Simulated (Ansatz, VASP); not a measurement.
**Two plane-wave programs on Pt**

The input POSCAR:

```
Pt
1.0
    0.0000000000      1.9715751800      1.9715751800
    1.9715751800      0.0000000000      1.9715751800
    1.9715751800      1.9715751800      0.0000000000
Pt
1
Direct
    0.0000000000      0.0000000000      0.0000000000
```

Contents of INCAR.step1:

```
PREC     = Accurate       # precision mode
ENCUT    = 600            # plane-wave cutoff, eV
ISMEAR   = 0              # smearing method
SIGMA    = 0.1            # smearing width, eV
LREAL    = F              # projectors in reciprocal space
LASPH    = T              # aspherical terms in the spheres
NELM     = 80             # most SCF steps
GGA      = PE             # functional
ALGO     = Normal         # electronic algorithm
EDIFF    = 1E-4           # SCF threshold, eV
LWAVE    = T              # write WAVECAR
LCHARG   = F              # write CHGCAR
```

Contents of INCAR.step2:

```
PREC     = Accurate       # precision mode
ENCUT    = 600            # plane-wave cutoff, eV
EDIFF    = 1E-6           # SCF threshold, eV
ISMEAR   = 0              # smearing method
SIGMA    = 0.1            # smearing width, eV
LREAL    = F              # projectors in reciprocal space
LASPH    = T              # aspherical terms in the spheres
NELM     = 80             # most SCF steps
ALGO     = Normal         # electronic algorithm
ISIF     = 3              # what is computed and relaxed
LWAVE    = F              # write WAVECAR
LCHARG   = F              # write CHGCAR
METAGGA  = R2SCAN         # meta-GGA
LMIXTAU  = T            
IBRION   = 2              # ionic algorithm
NSW      = 100            # ionic steps
EDIFFG   = -0.005         # ionic threshold
ISTART   = 1
```

The input KPOINTS:

```
Automatic mesh
0
Gamma
  18 18 18
```

Input for Ansatz:

```yaml
crystal:
  lattice:
    - [0.0, 1.97157518, 1.97157518]
    - [1.97157518, 0.0, 1.97157518]
    - [1.97157518, 1.97157518, 0.0]
  atoms:
    - { symbol: Pt, position: [0.0, 0.0, 0.0] }
basis:
  ecutwfc: 500
kpoints:
  mp_grid: { grid: [18, 18, 18] }
hamiltonian:
  xc: r2scan
scf:
  occupations: { method: gaussian, width: 0.1 }
output:
  forces: true
  stress: true
  eigenvalues: true
  write_density: true
  write_potential: true
  elf: true
  volumetric_format: npy
relax:
  adjacent_minimum: "off"
  f_tol: 0.005
  max_steps: 80
  cell: { stress_tol: 0.05 }
```

Alike in both runs: task relaxation of cell and atoms; functional r2SCAN; k mesh 18 × 18 × 18; occupations gaussian, width 0.1 eV; no spin polarisation.

|  | VASP | Ansatz |
| --- | --- | --- |
| version | VASP 6.6.1 | Ansatz 0.2.0 |
| potentials or method | VASP PAW PBE potentials, release 64 (Pt), cutoff 600 eV | scalar-relativistic, plane waves, PAW |
| valence electrons in the cell | 10 | 18 |

Ansatz gave:

```
gap on the k mesh at the Fermi level, each at its own relaxed structure (eV) : none
relaxed volume (Å³/atom)                                                     : 15.29
relaxed cell length with the largest relative difference (Å)                 : 2.786
```

Which values does VASP return?

gap on the k mesh at the Fermi level, each at its own relaxed structure (eV): none; relaxed volume (Å³/atom): 15.33; relaxed cell length with the largest relative difference (Å): 2.789.

VASP's potentials were made for PBE, not for r2SCAN. A gap of «none» marks a metal or a gap that the smearing closes. VASP's potentials hold 10 valence electrons a cell and Ansatz's 18, so a difference there can come from the potentials and not from the codes.

Spin-orbit coupling is off throughout.
